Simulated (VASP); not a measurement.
Set up this calculation in VASP 6.6.1, as the native input.

| Property | Result |
| --- | --- |
| Task | single point |
| Functional | LDA |
| Potentials or basis | VASP PAW LDA potentials, release 64 (Na_pv, F) |
| Cutoff | 520 eV |
| k mesh | 8 × 8 × 8 |
| Occupations | gaussian, width 0.05 eV |
| Spin | no spin polarisation |
| Dipole correction | no |
| Further INCAR settings | ALGO = Normal; EDIFF = 1e-06; NBANDS = 14 |

The structure of NaF lies in POSCAR:

```
NaF
1.0
    0.0000000000      2.2652175000      2.2652175000
    2.2652175000      0.0000000000      2.2652175000
    2.2652175000      2.2652175000      0.0000000000
Na F
1 1
Direct
    0.0000000000      0.0000000000      0.0000000000
    0.5000000000      0.5000000000      0.5000000000
```

This cell differs from its parent crystal: strain -0.025 along x and y, -0.025 along z.

One way to write it, as run:

INCAR

```
SYSTEM = NaF
PREC     = Accurate       ! precision mode
ENCUT    = 520            ! plane-wave cutoff, eV
EDIFF    = 1E-6           ! SCF threshold, eV
ISMEAR   = 0              ! smearing method
SIGMA    = 0.05           ! smearing width, eV
LREAL    = .False.        ! projectors in reciprocal space
LASPH    = .True.         ! aspherical terms in the spheres
NELM     = 100            ! most SCF steps
ALGO     = Normal         ! electronic algorithm
ISIF     = 2              ! what is computed and relaxed
LWAVE    = .False.        ! write WAVECAR
LCHARG   = .False.        ! write CHGCAR
GGA      = CA             ! functional
NBANDS   = 14             ! bands
```

KPOINTS

```
Automatic mesh
0
Gamma
  8 8 8
  0 0 0
```

Potentials or basis: VASP PAW LDA potentials, release 64 (Na_pv, F).

Launch:

```console
$ cat potpaw_LDA.64/Na_pv/POTCAR potpaw_LDA.64/F/POTCAR > POTCAR
$ mpirun -np 1 vasp_std > vasp.out
```

It gave:

* Pressure: -1.1 GPa
* Band gap on the k mesh: 6.33 eV, direct

Caveat: the cell differs from its parent crystal (strain -0.025 along x and y, -0.025 along z).

Run time: 16 s on 1 thread of AMD EPYC 7R43 64-Core Processor (Zen 3) (shared host), peak memory 0.09 GiB.
